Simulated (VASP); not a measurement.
Input of a VASP 6.6.1 run:

The input INCAR:

```
SYSTEM = NaI
PREC     = Accurate       ! precision mode
ENCUT    = 520            ! plane-wave cutoff, eV
EDIFF    = 1E-6           ! SCF threshold, eV
ISMEAR   = -1             ! smearing method
SIGMA    = 0.08           ! smearing width, eV
LREAL    = .False.        ! projectors in reciprocal space
LASPH    = .True.         ! aspherical terms in the spheres
NELM     = 60             ! most SCF steps
ALGO     = Normal         ! electronic algorithm
ISIF     = 2              ! what is computed and relaxed
LWAVE    = .False.        ! write WAVECAR
LCHARG   = .False.        ! write CHGCAR
GGA      = PE             ! functional
NBANDS   = 14             ! bands
```

Contents of KPOINTS:

```
Automatic mesh
0
Gamma
  11 11 11
  0 0 0
```

POSCAR

```
NaI
1.0
    0.0000000000      3.2642389549      3.2642389549
    3.2642389549      0.0000000000      3.2642389549
    3.2642389549      3.2642389549      0.0000000000
Na I
1 1
Direct
    0.0000000000      0.0000000000      0.0000000000
    0.5000000000      0.5000000000      0.5000000000
```

Potentials or basis: VASP PAW PBE potentials, release 64 (Na_pv, I).

Run with:

```bash
$ cat potpaw_PBE.64/Na_pv/POTCAR potpaw_PBE.64/I/POTCAR > POTCAR
$ mpirun -np 1 vasp_std > vasp.out
```

(1) What does it give for the pressure?

(2) What does it give for the band gap on the k mesh?

## Answers

(1) 0.0 GPa.

(2) 3.57 eV.

Caveat: spin-orbit coupling is left out, which moves the levels of the heavy elements; an odd mesh through Γ misses points on the zone boundary, where band edges can lie.
